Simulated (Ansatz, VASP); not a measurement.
# Two plane-wave programs on Hg

File INCAR:

```
ALGO = Normal
EDIFF = 1E-6
ENCUT = 500
GGA = RP
GGA_COMPAT = False
ISIF = 2
ISMEAR = 0
LASPH = True
LCHARG = False
LREAL = False
LWAVE = False
NBANDS = 12
NELM = 120
PREC = Accurate
SIGMA = 0.1
```

File KPOINTS:

```
k-points
0
Gamma
  6 6 6
```

Contents of POSCAR:

```
Hg
1.0
    2.2339762741     -2.0458582601      0.0000000000
    2.2339762741      2.0458582601      0.0000000000
   -0.3487351701      0.0000000000      3.0398006871
Hg
1
Direct
    0.5000000000      0.5000000000      0.5000000000
```

Input for Ansatz:

```yaml
crystal:
  lattice:
    - [2.2339762741, -2.0458582601, 0.0]
    - [2.2339762741, 2.0458582601, 0.0]
    - [-0.3487351701, 0.0, 3.0398006871]
  atoms:
    - { symbol: Hg, position: [0.5, 0.5, 0.5] }
basis:
  ecutrho_ratio: 6
kpoints:
  mp_grid: { grid: [6, 6, 6] }
hamiltonian:
  xc: rpbe
scf:
  occupations: { method: gaussian, width: 0.1 }
output:
  forces: true
  stress: true
  eigenvalues: true
```

Alike in both runs: task single point; functional RPBE; k mesh 6 × 6 × 6; occupations gaussian, width 0.1 eV; no spin polarisation.

```csv
,VASP,Ansatz
version,VASP 6.6.1,Ansatz 0.2.0
potentials or method,"VASP PAW PBE potentials, release 64 (Hg)","scalar-relativistic, plane waves, PAW"
plane-wave cutoff (eV),500,420
valence electrons in the cell,12,20
```

Ansatz gave:

```
gap on the k mesh at the Fermi level (eV)                     : none
pressure (GPa)                                                : 2.7
traceless stress, the component that is largest in VASP (GPa) : 0.90
```

What did VASP give for the same quantities?

gap on the k mesh at the Fermi level (eV): none; pressure (GPa): 2.9; traceless stress, the component that is largest in VASP (GPa): 0.93.

VASP's potentials were made for PBE, not for RPBE. A gap of «none» marks a metal or a gap that the smearing closes. The functional is the same, so the differences come from potentials, cutoffs and numerics. VASP's potentials hold 12 valence electrons a cell and Ansatz's 20, so a difference there can come from the potentials and not from the codes.

Neither program's run includes spin-orbit coupling.
